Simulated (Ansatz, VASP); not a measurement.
SrO: VASP beside Ansatz

Contents of POSCAR:

```
SrO
1.0
    3.4378120316      0.0000000000      0.0000000000
   -1.7189060158      2.9772325528      0.0000000000
    0.0000000000      0.0000000000      6.0349251164
Sr O
2 2
Direct
    0.0000000000      0.0000000000      0.0000000000
    0.0000000000      0.0000000000      0.5000000000
    0.3333333333      0.6666666667      0.2500000000
    0.6666666667      0.3333333333      0.7500000000
```

INCAR.step1

```
PREC     = Accurate       # precision mode
ENCUT    = 520            # plane-wave cutoff, eV
ISMEAR   = 0              # smearing method
SIGMA    = 0.01           # smearing width, eV
LREAL    = False          # projectors in reciprocal space
LASPH    = True           # aspherical terms in the spheres
NELM     = 80             # most SCF steps
NBANDS   = 24             # bands
GGA      = PE             # functional
ALGO     = Normal         # electronic algorithm
EDIFF    = 1E-4           # SCF threshold, eV
LWAVE    = True           # write WAVECAR
LCHARG   = False          # write CHGCAR
```

The input INCAR.step2:

```
PREC     = Accurate       # precision mode
ENCUT    = 520            # plane-wave cutoff, eV
EDIFF    = 1E-6           # SCF threshold, eV
ISMEAR   = 0              # smearing method
SIGMA    = 0.01           # smearing width, eV
LREAL    = False          # projectors in reciprocal space
LASPH    = True           # aspherical terms in the spheres
NELM     = 80             # most SCF steps
ALGO     = Normal         # electronic algorithm
ISIF     = 2              # what is computed and relaxed
LWAVE    = False          # write WAVECAR
LCHARG   = True           # write CHGCAR
METAGGA  = R2SCAN         # meta-GGA
LMIXTAU  = True         
LELF     = True           # ELF
LVHAR    = True         
NBANDS   = 24             # bands
ISTART   = 1
```

Contents of KPOINTS:

```
Automatic mesh
0
Gamma
  12 12 4
```

Input for Ansatz:

```yaml
crystal:
  lattice:
    - [3.4378120316, 0.0, 0.0]
    - [-1.7189060158, 2.9772325528, 0.0]
    - [0.0, 0.0, 6.0349251164]
  atoms:
    - { symbol: Sr, position: [0.0, 0.0, 0.0] }
    - { symbol: Sr, position: [0.0, 0.0, 0.5] }
    - { symbol: O, position: [0.3333333333, 0.6666666667, 0.25] }
    - { symbol: O, position: [0.6666666667, 0.3333333333, 0.75] }
kpoints:
  mp_grid: { grid: [12, 12, 4] }
  band_path:
    path:
      - [0.0, 0.0, 0.0]
      - [0.5, 0.0, 0.0]
      - [0.3333333333, 0.3333333333, 0.0]
      - [0.0, 0.0, 0.5]
      - [0.5, 0.0, 0.5]
      - [0.3333333333, 0.3333333333, 0.5]
    npoints: 1
hamiltonian:
  xc: r2scan
scf:
  occupations: { method: fixed }
  n_extra_bands: 5
output:
  forces: true
  stress: true
  eigenvalues: true
  write_density: true
  write_potential: true
  elf: true
  volumetric_format: npy
```

Change from the starting cell: hydrostatic strain -3.5%.

Alike in both runs: task single point; functional r2SCAN; k mesh 12 × 12 × 4; no spin polarisation.

```csv
,VASP,Ansatz
version,VASP 6.6.1,Ansatz 0.2.0
potentials or method,"VASP PAW PBE potentials, release 64 (Sr_sv, O)","plane waves, PAW"
plane-wave cutoff (eV),520,500
occupations,"gaussian, width 0.01 eV",fixed
valence electrons in the cell,32,32
```

```tsv
	VASP	Ansatz	Ansatz less VASP
gap on the k mesh at the Fermi level (eV)	4.00	4.03	+0.033
pressure (GPa)	13.3	12.3	-0.96
traceless stress, the component that is largest in VASP (GPa)	1.12	0.96	-0.163
```

VASP's potentials were made for PBE, not for r2SCAN.
